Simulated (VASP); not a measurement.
# GePt in VASP: notebook, part 2 of 2

VASP 6.6.1.

**4. Single point, PBE**

This run uses another cell than the first one, of 17.65 Å³/atom.

The input, INCAR:

```
ALGO = Normal
EDIFF = 1E-6
ENCUT = 500
GGA = PE
GGA_COMPAT = False
ISIF = 2
ISMEAR = 0
LASPH = True
LCHARG = True
LELF = True
LREAL = False
LVHAR = True
LWAVE = False
NBANDS = 19
NELM = 120
PREC = Accurate
SIGMA = 0.2
```

The input, KPOINTS:

```
k-points
0
Gamma
  7 7 7
```

The input, POSCAR:

```
GePt
1.0
   -1.8411989272      1.8411989272      2.6032286576
    1.8411989272     -1.8411989272      2.6032286576
    1.8411989272      1.8411989272     -2.6032286576
Ge Pt
1 1
Direct
    0.0000000000      0.0000000000      0.0000000000
    0.5000000000      0.5000000000      0.0000000000
```

Potentials or basis: VASP PAW PBE potentials, release 64 (Ge_d, Pt).

Launch:

```
> cat potpaw_PBE.64/Ge_d/POTCAR potpaw_PBE.64/Pt/POTCAR > POTCAR
> mpirun -np 1 vasp_std > vasp.out
```

OUTCAR:

```text
EDIFF = 1E-6
   ENCUT = 500
   GGA = PE
   ISIF = 2
   ISMEAR = 0
   LASPH = True
   LREAL = False
   NELM = 120
   PREC = Accurate

 ion  position               nearest neighbor table
   1  0.000  0.000  0.000-   2 2.60   2 2.60   2 2.60   2 2.60   2 2.60   2 2.60
   2  0.500  0.500  0.000-   1 2.60   1 2.60   1 2.60   1 2.60   1 2.60   1 2.60

  LATTYP: Found a body centered tetragonal cell.
 ALAT       =     3.6823978544
 C/A-ratio  =     1.4138769142

  Lattice vectors:

 A1 = (  -1.8411989272,   1.8411989272,   2.6032286576)
 A2 = (   1.8411989272,  -1.8411989272,   2.6032286576)
 A3 = (   1.8411989272,   1.8411989272,  -2.6032286576)

Analysis of symmetry for initial positions (statically):
=====================================================================
 Subroutine PRICEL returns:
 Original cell was already a primitive cell.

 Routine SETGRP: Setting up the symmetry group for a
 body centered tetragonal supercell.

 Subroutine GETGRP returns: Found 16 space group operations
 (whereof 16 operations were pure point group operations)
 out of a pool of 16 trial point group operations.

The static configuration has the point symmetry D_4h.

Analysis of symmetry for dynamics (positions and initial velocities):
=====================================================================
 Subroutine PRICEL returns:
 Original cell was already a primitive cell.

 Routine SETGRP: Setting up the symmetry group for a
 body centered tetragonal supercell.

 Subroutine GETGRP returns: Found 16 space group operations
 (whereof 16 operations were pure point group operations)
 out of a pool of 16 trial point group operations.

The dynamic configuration has the point symmetry D_4h.

 Subroutine INISYM returns: Found 16 space group operations
 (whereof 16 operations are pure point group operations),
 and found     1 'primitive' translations

----------------------------------------------------------------------------------------

                                     Primitive cell

  volume of cell :      35.2999

  direct lattice vectors                    reciprocal lattice vectors
    -1.841198927  1.841198927  2.603228658     0.000000000  0.271562183  0.192069182
     1.841198927 -1.841198927  2.603228658     0.271562183  0.000000000  0.192069182
     1.841198927  1.841198927 -2.603228658     0.271562183  0.271562183  0.000000000

  length of vectors
     3.681959590  3.681959590  3.681959590     0.332620790  0.332620790  0.384046922

  position of ions in fractional coordinates (direct lattice)
     0.000000000  0.000000000  0.000000000
     0.500000000  0.500000000  0.000000000

  ion indices of the primitive-cell ions
   primitive index   ion index
                 1           1
                 2           2

----------------------------------------------------------------------------------------

 KPOINTS: k-points

Automatic generation of k-mesh.
 Grid dimensions read from file:
 generate k-points for:    7    7    7

 Generating k-lattice:

  Cartesian coordinates                     Fractional coordinates (reciprocal lattice)
     0.000000000  0.038794598  0.027438455     0.142857143  0.000000000  0.000000000
     0.038794598  0.000000000  0.027438455     0.000000000  0.142857143  0.000000000
     0.038794598  0.038794598  0.000000000     0.000000000  0.000000000  0.142857143

  Length of vectors
     0.047517256  0.047517256  0.054863846

  Shift w.r.t. Gamma in fractional coordinates (k-lattice)
     0.000000000  0.000000000  0.000000000

 Subroutine IBZKPT returns following result:
 ===========================================

 Found     40 irreducible k-points:

 Following reciprocal coordinates:
            Coordinates               Weight
  0.000000  0.000000  0.000000      1.000000
  0.142857 -0.000000  0.000000      8.000000
  0.285714  0.000000  0.000000      8.000000
  0.428571 -0.000000  0.000000      8.000000
  0.142857  0.142857  0.000000      8.000000
  0.285714  0.142857  0.000000     16.000000
[... 16 lines left out ...]
 -0.142857  0.285714  0.142857      8.000000
 -0.428571  0.428571  0.142857      8.000000
 [... further k-points ...]
   k-points           NKPTS =     40   k-points in BZ     NKDIM =     40   number of bands    NBANDS=     19
   number of dos      NEDOS =    301   number of ions     NIONS =      2
   total plane-waves  NPLWV =  21952
   dimension x,y,z NGX =    28 NGY =   28 NGZ =   28
   dimension x,y,z NGXF=    56 NGYF=   56 NGZF=   56
   ions per type =               1   1
   NGX,Y,Z   is equivalent  to a cutoff of  12.64, 12.64, 12.64 a.u.
   NGXF,Y,Z  is equivalent  to a cutoff of  25.28, 25.28, 25.28 a.u.
 SYSTEM =  unknown system
   PREC   = accura    normal or accurate (medium, high low for compatibility)
   ISTART =      0    job   : 0-new  1-cont  2-samecut
   ICHARG =      2    charge: 1-file 2-atom 10-const
   ISPIN  =      1    spin polarized calculation?
   LNONCOLLINEAR =      F non collinear calculations
   LSORBIT =      F    spin-orbit coupling
   LASPH  =      T    aspherical Exc in radial PAW
   ENCUT  =  500.0 eV  36.75 Ry    6.06 a.u.   6.71  6.71  6.71*2*pi/ulx,y,z
   NELM   =    120;   NELMIN=  2; NELMDL= -5     # of ELM steps
   EDIFF  = 0.1E-05   stopping-criterion for ELM
   LREAL  =      F    real-space projection
   EDIFFG = 0.1E-04   stopping-criterion for IOM
   NSW    =      0    number of steps for IOM
   IBRION =     -1    ionic relax: 0-MD 1-quasi-New 2-CG
   NFREE  =      0    steps in history (QN), initial steepest desc. (CG)
   ISIF   =      2    stress and relaxation
   ISYM   =      2    0-nonsym 1-usesym 2-fastsym
   POTIM  = 0.5000    time-step for ionic-motion
   TEBEG  =    0.0;   TEEND  =   0.0 temperature during run
   PSTRESS=    0.0 pullay stress
   NELECT =      24.0000    total number of electrons
   NUPDOWN=      -1.0000    fix difference up-down
   EMIN   =  10.00;   EMAX   =-10.00  energy-range for DOS
   EFERMI =   0.00;   METHOD = LEGACY
   ISMEAR =     0;   SIGMA  =   0.20  broadening in eV -4-tet -1-fermi 0-gaus
   EFERMI_NEDOS =   21; number of points for ismear=-14 and -15
   IALGO  =     38    algorithm
   IMIX   =      4    mixing-type and parameters
     AMIX     =   0.40;   BMIX     =  1.00
     AMIX_MAG =   1.60;   BMIX_MAG =  1.00
  volume/ion in A,a.u.               =      17.65       119.11
  Fermi-wavevector in a.u.,A,eV,Ry     =   1.439530  2.720317 28.194620  2.072246
  Thomas-Fermi vector in A             =   2.558375
   LORBIT       =      0    0 simple, 1 ext, 2 COOP (PROOUT), +10 PAW based schemes
   GGA     = PE    functional components
   LHFCALC =     F    Hartree Fock is set to
   AEXX    =    0.0000 exact exchange contribution
   IVDW    =     0    specifies the selected vdW correction
   LEPSILON=     F    determine dielectric tensor
   LRPA    =     F    only Hartree local field effects (RPA)
 non-spin polarized calculation
 Gauss-broadening in eV      SIGMA  =   0.20
  energy-cutoff  :      500.00
  volume of cell :       35.30
 maximum number of plane-waves:       911
   NGX = 13   NGY = 13   NGZ = 13

 number of electron      24.0000010 magnetization

 Free energy of the ion-electron system (eV)
  ---------------------------------------------------
  ext. energy  EPLUGINS =         0.00000000
  ---------------------------------------------------
  free energy    TOTEN  =       -11.02902390 eV

  energy without entropy =      -11.01032328  energy(sigma->0) =      -11.01967359

 E-fermi :   8.0088     XC(G=0): -11.9594

 val. band max:        7.8900899706   @ k =   0.4286   0.2857   0.1429
 cond. band min:       8.0416779209   @ k =  -0.4286  -0.4286   0.4286
 fundamental gap:      0.1515879503
 Fermi energy:         8.0087807199

 k-point     1 :       0.0000    0.0000    0.0000
  band No.  band energies     occupation
      1     -16.7039      2.00000
      2     -16.7037      2.00000
      3     -16.6722      2.00000
      4     -16.6721      2.00000
      5     -16.6721      2.00000
      6      -3.8241      2.00000
[... 11 lines left out ...]
     18      21.0119      0.00000
     19      21.0119      0.00000
[... 485 lines left out ...]
 k-point    24 :      -0.4286    0.4286    0.1429
  band No.  band energies     occupation
      1     -16.7027      2.00000
      2     -16.6923      2.00000
      3     -16.6740      2.00000
      4     -16.6576      2.00000
      5     -16.6533      2.00000
      6      -1.0629      2.00000
[... 11 lines left out ...]
     18      22.3138      0.00000
     19      23.5819      0.00000

 [... further k-points ...]

------------------------ aborting loop because EDIFF is reached ----------------------------------------

  FORCE on cell =-STRESS in cart. coord.  units (eV):
  Direction    XX          YY          ZZ          XY          YZ          ZX
  --------------------------------------------------------------------------------------
  -------------------------------------------------------------------------------------
  Total        0.0076067      0.0076067      0.0135130      0.0000000     -0.0000000      0.0000000
  in kB        0.3452494      0.3452494      0.6133243      0.0000000     -0.0000000      0.0000000
  external PRESSURE =       0.4346077 kB  Pullay stress =       0.0000000 kB

 VOLUME and BASIS-vectors are now :
 -----------------------------------------------------------------------------
  energy-cutoff  :      500.00
  volume of cell :       35.30
      direct lattice vectors                 reciprocal lattice vectors
    -1.841198927  1.841198927  2.603228658     0.000000000  0.271562183  0.192069182
     1.841198927 -1.841198927  2.603228658     0.271562183  0.000000000  0.192069182
     1.841198927  1.841198927 -2.603228658     0.271562183  0.271562183  0.000000000

 POSITION                                       TOTAL-FORCE (eV/Angst)
 -----------------------------------------------------------------------------------
      0.00000      0.00000      0.00000         0.000000     -0.000000     -0.000000
      0.00000      0.00000      2.60323        -0.000000      0.000000      0.000000
 -----------------------------------------------------------------------------------
    total drift:                                0.000000     -0.000000     -0.000000

  FREE ENERGIE OF THE ION-ELECTRON SYSTEM (eV)
  ---------------------------------------------------
  free  energy   TOTEN  =       -11.0290239015 eV

  energy  without entropy=      -11.0103232764  energy(sigma->0) =      -11.01967359
```

stdout:

```text
POSCAR found type information on POSCAR GePt
 POSCAR found :  2 types and       2 ions
 scaLAPACK will be used
 LDA part: xc-table for (Slater+PW92), standard interpolation
 POSCAR, INCAR and KPOINTS ok, starting setup
 FFT: planning ... GRIDC
 FFT: planning ... GRID_SOFT
 FFT: planning ... GRID
 WAVECAR not read
 entering main loop
```

Run time: 14 s. Hardware: 1 thread of Intel Xeon 6975P-C (Granite Rapids), shared host; peak memory 0.17 GiB.

Results:

| Property | Result |
| --- | --- |
| Free energy | -11.0290 eV |
| Pressure | 0.0 GPa |
| Band gap on the k mesh | zero (bands 12 and 13 overlap by 3.40 eV) |

Caveat: spin-orbit coupling is left out, which moves the levels of the heavy elements.

**5. The runs side by side**

| cell | k mesh | gap on the mesh (eV) | pressure (GPa) |
| --- | --- | --- | --- |
| a = 3.636 Å, angles 61.9°, 2 atoms, atomic positions A | 6 × 6 × 6 | none | -0.4 |
| a = 3.638 Å, angles 61.7°, 2 atoms, atomic positions A | 6 × 6 × 6 | none | 0.0 |
| a = 3.682 Å, angles 120.0, 120.0, 90.0°, 2 atoms, atomic positions B | 7 × 7 × 7 | none | 0.0 |

Alike in all rows: task single point; level PBE; potentials or basis VASP PAW PBE potentials, release 64 (Ge_d, Pt); no spin polarisation; cutoff (eV) 500; smearing gaussian 0.2 eV.

Caveats: spin-orbit coupling is left out, which moves the levels of the heavy elements.

Total energies depend on the potentials used, so only differences within one code and one set of settings carry meaning.
